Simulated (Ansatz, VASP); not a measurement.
# Ba3SbS2: VASP beside Ansatz

```xyz
6
Lattice="8.1569 0.0000 0.0000 -4.0784 7.0641 0.0000 0.0000 0.0000 4.0401" Properties=species:S:1:pos:R:3 pbc="T T T"
Ba    2.0392    3.5320    2.0201
Ba    4.0784    0.0000    2.0201
Ba   -2.0392    3.5320    2.0201
Sb    0.0000    0.0000    0.0000
S     4.0784    2.3547    0.0000
S     0.0000    4.7094    0.0000
```

Change from the starting cell: species swapped into the EuCu3Pd2 type (P6/mmm, No. 191).

Alike in both runs: functional PBE; k mesh 6 × 6 × 8; occupations gaussian, width 0.1 eV; no spin polarisation.

Ansatz relaxed the structure, and its values are those at the end. VASP's run is a single point on that final structure, the one shown.

|  | VASP | Ansatz |
| --- | --- | --- |
| version | VASP 6.6.1 | Ansatz 0.2.0 |
| potentials or method | VASP PAW PBE potentials, release 64 (Ba_sv, Sb, S), cutoff 520 eV | scalar-relativistic, plane waves, PAW |
| valence electrons in the cell | 47 | 57 |

VASP gave:

| Item | Value |
| --- | --- |
| gap on the k mesh at the Fermi level (eV) | none |
| pressure (GPa) | 0.5 |

Task: What did Ansatz give for the same quantities?

Result: gap on the k mesh at the Fermi level (eV): none; pressure (GPa): 0.0.

A gap of «none» marks a metal or a gap that the smearing closes. VASP's potentials hold 47 valence electrons a cell and Ansatz's 57, so a difference there can come from the potentials and not from the codes.

Spin-orbit coupling is off throughout.
